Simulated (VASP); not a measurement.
# BP (rocksalt type) (Fm-3m) in VASP: notebook

BP (rocksalt type) is run at these levels: r2SCAN; tasks: single point, relaxation of cell and atoms.

All numbers are computed with VASP 6.6.1; they aren't measurements. Logs are shortened: lines on timing, memory, paths and dates and some standing lists are left out, and cuts for length are marked.

## (1) The cell of the first run

The structure is cubic, space group Fm-3m (No. 225). The conventional cell has a = 4.232 Å, b = 4.232 Å, c = 4.232 Å, α = 90.00°, β = 90.00°, γ = 90.00°. Within 2.8 Å of B (site symmetry m-3m) lie 6 P at 2.12 Å. P (site symmetry m-3m) has 6 B at 2.12 Å within 2.8 Å.

## (2) Single point, r2SCAN (volume scaled by 0.94)

POSCAR reads:

```
BP
1.0
    0.0000000000      2.1159230379      2.1159230379
    2.1159230379      0.0000000000      2.1159230379
    2.1159230379      2.1159230379      0.0000000000
B P
1 1
Direct
    0.0000000000      0.0000000000      0.0000000000
    0.5000000000      0.5000000000      0.5000000000
```

INCAR.step1 reads:

```
PREC     = Accurate       # precision mode
ENCUT    = 520            # plane-wave cutoff, eV
ISMEAR   = -1             # smearing method
SIGMA    = 0.1            # smearing width, eV
LREAL    = F              # projectors in reciprocal space
LASPH    = T              # aspherical terms in the spheres
NELM     = 60             # most SCF steps
NBANDS   = 11             # bands
GGA      = PE             # functional
ALGO     = Normal         # electronic algorithm
EDIFF    = 1E-4           # SCF threshold, eV
LWAVE    = T              # write WAVECAR
LCHARG   = F              # write CHGCAR
```

INCAR.step2 reads:

```
PREC     = Accurate       # precision mode
ENCUT    = 520            # plane-wave cutoff, eV
EDIFF    = 1E-6           # SCF threshold, eV
ISMEAR   = -1             # smearing method
SIGMA    = 0.1            # smearing width, eV
LREAL    = F              # projectors in reciprocal space
LASPH    = T              # aspherical terms in the spheres
NELM     = 60             # most SCF steps
ALGO     = Normal         # electronic algorithm
ISIF     = 2              # what is computed and relaxed
LWAVE    = F              # write WAVECAR
LCHARG   = F              # write CHGCAR
METAGGA  = R2SCAN         # meta-GGA
LMIXTAU  = T            
NBANDS   = 11             # bands
ISTART   = 1
```

KPOINTS reads:

```
regular mesh
0
Gamma
  17 17 17
```

Potentials or basis: VASP PAW PBE potentials, release 64 (B, P).

Started as:

```bash
> cat potpaw_PBE.64/B/POTCAR potpaw_PBE.64/P/POTCAR > POTCAR
> cp INCAR.step1 INCAR
> mpirun -np 1 vasp_std > vasp.out
> cp INCAR.step2 INCAR
> mpirun -np 1 vasp_std > vasp.out
```

OUTCAR:

```text
PREC = Accurate
   ENCUT = 520
   EDIFF = 1E-6
   ISMEAR = -1
   LREAL = F
   LASPH = T
   NELM = 60
   ISIF = 2
   METAGGA = R2SCAN
   ISTART = 1

 ion  position               nearest neighbor table
   1  0.000  0.000  0.000-   2 2.12   2 2.12   2 2.12   2 2.12   2 2.12   2 2.12
   2  0.500  0.500  0.500-   1 2.12   1 2.12   1 2.12   1 2.12   1 2.12   1 2.12

  LATTYP: Found a face centered cubic cell.
 ALAT       =     4.2318460758

  Lattice vectors:

 A1 = (   0.0000000000,   2.1159230379,   2.1159230379)
 A2 = (   2.1159230379,   0.0000000000,   2.1159230379)
 A3 = (   2.1159230379,   2.1159230379,   0.0000000000)

Analysis of symmetry for initial positions (statically):
=====================================================================
 Subroutine PRICEL returns:
 Original cell was already a primitive cell.

 Routine SETGRP: Setting up the symmetry group for a
 face centered cubic supercell.

 Subroutine GETGRP returns: Found 48 space group operations
 (whereof 48 operations were pure point group operations)
 out of a pool of 48 trial point group operations.

The static configuration has the point symmetry O_h .

Analysis of symmetry for dynamics (positions and initial velocities):
=====================================================================
 Subroutine PRICEL returns:
 Original cell was already a primitive cell.

 Routine SETGRP: Setting up the symmetry group for a
 face centered cubic supercell.

 Subroutine GETGRP returns: Found 48 space group operations
 (whereof 48 operations were pure point group operations)
 out of a pool of 48 trial point group operations.

The dynamic configuration has the point symmetry O_h .

 Subroutine INISYM returns: Found 48 space group operations
 (whereof 48 operations are pure point group operations),
 and found     1 'primitive' translations

----------------------------------------------------------------------------------------

                                     Primitive cell

  volume of cell :      18.9465

  direct lattice vectors                    reciprocal lattice vectors
     0.000000000  2.115923038  2.115923038    -0.236303491  0.236303491  0.236303491
     2.115923038  0.000000000  2.115923038     0.236303491 -0.236303491  0.236303491
     2.115923038  2.115923038  0.000000000     0.236303491  0.236303491 -0.236303491

  length of vectors
     2.992367057  2.992367057  2.992367057     0.409289652  0.409289652  0.409289652

  position of ions in fractional coordinates (direct lattice)
     0.000000000  0.000000000  0.000000000
     0.500000000  0.500000000  0.500000000

  ion indices of the primitive-cell ions
   primitive index   ion index
                 1           1
                 2           2

----------------------------------------------------------------------------------------

 KPOINTS: regular mesh

Automatic generation of k-mesh.
 Grid dimensions read from file:
 generate k-points for:   17   17   17

 Generating k-lattice:

  Cartesian coordinates                     Fractional coordinates (reciprocal lattice)
    -0.013900205  0.013900205  0.013900205     0.058823529  0.000000000  0.000000000
     0.013900205 -0.013900205  0.013900205     0.000000000  0.058823529  0.000000000
     0.013900205  0.013900205 -0.013900205     0.000000000  0.000000000  0.058823529

  Length of vectors
     0.024075862  0.024075862  0.024075862

  Shift w.r.t. Gamma in fractional coordinates (k-lattice)
     0.000000000  0.000000000  0.000000000

 Subroutine IBZKPT returns following result:
 ===========================================

 Found    165 irreducible k-points:

 Following reciprocal coordinates:
            Coordinates               Weight
  0.000000  0.000000  0.000000      1.000000
  0.058824  0.000000  0.000000      8.000000
  0.117647  0.000000  0.000000      8.000000
  0.176471  0.000000  0.000000      8.000000
  0.235294  0.000000  0.000000      8.000000
  0.294118  0.000000  0.000000      8.000000
[... 16 lines left out ...]
 -0.176471  0.058824  0.000000     24.000000
 -0.117647  0.058824  0.000000     24.000000
 [... further k-points ...]
   k-points           NKPTS =    165   k-points in BZ     NKDIM =    165   number of bands    NBANDS=     11
   number of dos      NEDOS =    301   number of ions     NIONS =      2
   total plane-waves  NPLWV =  13824
   dimension x,y,z NGX =    24 NGY =   24 NGZ =   24
   dimension x,y,z NGXF=    48 NGYF=   48 NGZF=   48
   ions per type =               1   1
   NGX,Y,Z   is equivalent  to a cutoff of  13.33, 13.33, 13.33 a.u.
   NGXF,Y,Z  is equivalent  to a cutoff of  26.67, 26.67, 26.67 a.u.
 SYSTEM =  unknown system
   PREC   = accura    normal or accurate (medium, high low for compatibility)
   ISTART =      1    job   : 0-new  1-cont  2-samecut
   ICHARG =      0    charge: 1-file 2-atom 10-const
   ISPIN  =      1    spin polarized calculation?
   LNONCOLLINEAR =      F non collinear calculations
   LSORBIT =      F    spin-orbit coupling
   LASPH  =      T    aspherical Exc in radial PAW
   ENCUT  =  520.0 eV  38.22 Ry    6.18 a.u.   5.56  5.56  5.56*2*pi/ulx,y,z
   NELM   =     60;   NELMIN=  2; NELMDL=  0     # of ELM steps
   EDIFF  = 0.1E-05   stopping-criterion for ELM
   LREAL  =      F    real-space projection
   EDIFFG = 0.1E-04   stopping-criterion for IOM
   NSW    =      0    number of steps for IOM
   IBRION =     -1    ionic relax: 0-MD 1-quasi-New 2-CG
   NFREE  =      0    steps in history (QN), initial steepest desc. (CG)
   ISIF   =      2    stress and relaxation
   ISYM   =      2    0-nonsym 1-usesym 2-fastsym
   POTIM  = 0.5000    time-step for ionic-motion
   TEBEG  =    0.0;   TEEND  =   0.0 temperature during run
   PSTRESS=    0.0 pullay stress
   NELECT =       8.0000    total number of electrons
   NUPDOWN=      -1.0000    fix difference up-down
   EMIN   =  10.00;   EMAX   =-10.00  energy-range for DOS
   EFERMI =   0.00;   METHOD = LEGACY
   ISMEAR =    -1;   SIGMA  =   0.10  broadening in eV -4-tet -1-fermi 0-gaus
   EFERMI_NEDOS =   21; number of points for ismear=-14 and -15
   IALGO  =     38    algorithm
   IMIX   =      4    mixing-type and parameters
     AMIX     =   0.40;   BMIX     =  1.00
     AMIX_MAG =   1.60;   BMIX_MAG =  1.00
  volume/ion in A,a.u.               =       9.47        63.93
  Fermi-wavevector in a.u.,A,eV,Ry     =   1.228179  2.320922 20.523346  1.508423
  Thomas-Fermi vector in A             =   2.363114
   LORBIT       =      0    0 simple, 1 ext, 2 COOP (PROOUT), +10 PAW based schemes
   METAGGA = R2SCAN    functional components
   LHFCALC =     F    Hartree Fock is set to
   AEXX    =    0.0000 exact exchange contribution
   IVDW    =     0    specifies the selected vdW correction
   LEPSILON=     F    determine dielectric tensor
   LRPA    =     F    only Hartree local field effects (RPA)
 non-spin polarized calculation
  energy-cutoff  :      520.00
  volume of cell :       18.95
 maximum number of plane-waves:       531
   NGX = 11   NGY = 11   NGZ = 11

 number of electron       8.0000001 magnetization

 Free energy of the ion-electron system (eV)
  ---------------------------------------------------
  ext. energy  EPLUGINS =         0.00000000
  ---------------------------------------------------
  free energy    TOTEN  =       -14.83489253 eV

  energy without entropy =      -14.81206625  energy(sigma->0) =      -14.82347939

 E-fermi :  10.6094     XC(G=0): -12.9627

 val. band max:       10.6069208313   @ k =   0.4706   0.2941   0.0588
 cond. band min:      10.6137943870   @ k =   0.1176   0.0588   0.0000
 fundamental gap:      0.0068735557
 Fermi energy:        10.6093528989

 k-point     1 :       0.0000    0.0000    0.0000
  band No.  band energies     occupation
      1      -7.9800      2.00000
      2      10.6204      0.94498
      3      10.6204      0.94497
      4      10.6204      0.94497
      5      18.8118      0.00000
      6      18.8494      0.00000
      7      18.8494      0.00000
      8      18.8494      0.00000
      9      20.3278      0.00000
     10      20.3278      0.00000
     11      20.3278      0.00000

 k-point     2 :       0.0588    0.0000    0.0000
  band No.  band energies     occupation
      1      -7.8986      2.00000
      2      10.0801      1.99000
      3      10.5886      1.10315
      4      10.5887      1.10314
      5      18.6869      0.00000
      6      19.0454      0.00000
      7      19.0454      0.00000
      8      19.2254      0.00000
      9      19.5089      0.00000
     10      19.5090      0.00000
     11      20.2975      0.00000

 k-point     3 :       0.1176    0.0000    0.0000
  band No.  band energies     occupation
      1      -7.6548      2.00000
      2       8.7508      2.00000
      3      10.5109      1.45594
      4      10.5109      1.45592
      5      18.1191      0.00000
      6      18.1191      0.00000
      7      18.3357      0.00000
      8      19.6151      0.00000
      9      19.6151      0.00000
     10      19.8392      0.00000
     11      20.5230      0.00000

 k-point     4 :       0.1765    0.0000    0.0000
  band No.  band energies     occupation
      1      -7.2497      2.00000
      2       7.0666      2.00000
      3      10.4283      1.71874
      4      10.4284      1.71873
      5      16.7416      0.00000
      6      16.7416      0.00000
      7      17.9173      0.00000
      8      19.7224      0.00000
      9      20.5133      0.00000
     10      20.5133      0.00000
     11      21.6204      0.00000
[... 239 lines left out ...]
 k-point    22 :      -0.2353    0.0588    0.0000
  band No.  band energies     occupation
      1      -6.3909      2.00000
      2       4.7373      2.00000
      3       9.2028      2.00000
      4      11.2660      0.00281
      5      13.9792      0.00000
      6      15.6167      0.00000
      7      17.9209      0.00000
      8      19.7946      0.00000
      9      21.4169      0.00000
     10      21.9473      0.00000
     11      24.4337      0.00000

 k-point    23 :      -0.1765    0.0588    0.0000
  band No.  band energies     occupation
      1      -7.0071      2.00000
      2       6.5178      2.00000
      3       9.3339      1.99999
      4      11.1419      0.00969
      5      15.1942      0.00000
      6      16.7183      0.00000
      7      18.2849      0.00000
      8      20.0558      0.00000
      9      20.3028      0.00000
     10      20.7804      0.00000
     11      23.0127      0.00000

 k-point    24 :      -0.1176    0.0588    0.0000
  band No.  band energies     occupation
      1      -7.4654      2.00000
      2       8.2252      2.00000
      3       9.5721      1.99994
      4      11.0094      0.03595
      5      16.5532      0.00000
      6      17.8288      0.00000
      7      18.6973      0.00000
      8      19.5080      0.00000
      9      19.6319      0.00000
     10      20.4816      0.00000
     11      21.6013      0.00000

 [... further k-points ...]

------------------------ aborting loop because EDIFF is reached ----------------------------------------

  FORCE on cell =-STRESS in cart. coord.  units (eV):
  Direction    XX          YY          ZZ          XY          YZ          ZX
  --------------------------------------------------------------------------------------
  -------------------------------------------------------------------------------------
  Total        1.2510093      1.2510093      1.2510093      0.0000000      0.0000000     -0.0000000
  in kB      105.7892505    105.7892505    105.7892505      0.0000000      0.0000000     -0.0000000
  external PRESSURE =     105.7892505 kB  Pullay stress =       0.0000000 kB

 VOLUME and BASIS-vectors are now :
 -----------------------------------------------------------------------------
  energy-cutoff  :      520.00
  volume of cell :       18.95
      direct lattice vectors                 reciprocal lattice vectors
     0.000000000  2.115923038  2.115923038    -0.236303491  0.236303491  0.236303491
     2.115923038  0.000000000  2.115923038     0.236303491 -0.236303491  0.236303491
     2.115923038  2.115923038  0.000000000     0.236303491  0.236303491 -0.236303491

 POSITION                                       TOTAL-FORCE (eV/Angst)
 -----------------------------------------------------------------------------------
      0.00000      0.00000      0.00000         0.000000      0.000000      0.000000
      2.11592      2.11592      2.11592         0.000000      0.000000      0.000000
 -----------------------------------------------------------------------------------
    total drift:                                0.000000     -0.000000     -0.000000

  FREE ENERGIE OF THE ION-ELECTRON SYSTEM (eV)
  ---------------------------------------------------
  free  energy   TOTEN  =       -14.8348925321 eV

  energy  without entropy=      -14.8120662473  energy(sigma->0) =      -14.82347939
```

It took 66 s on 1 thread of Intel Xeon 6975P-C, shared host; peak memory 0.16 GiB.

Results:

```
Free energy            : -14.8349 eV
Pressure               : 10.6 GPa
Band gap on the k mesh : zero (band 4 reaches 12.18 eV, above the bottom of band 5 at 7.77 eV)
```

Levels at points of the mesh, in eV from the Fermi level:
| k point | band 1 | band 2 | band 3 | band 4 | band 5 | band 6 | band 7 | band 8 |
| --- | --- | --- | --- | --- | --- | --- | --- | --- |
| (0.00, 0.00, 0.00) | -18.59 | 0.01 | 0.01 | 0.01 | 8.20 | 8.24 | 8.24 | 8.24 |

Caveat: the PAW data sets were made with another functional, which shifts forces and pressure a little.

(Continued in part 2 of 2.)
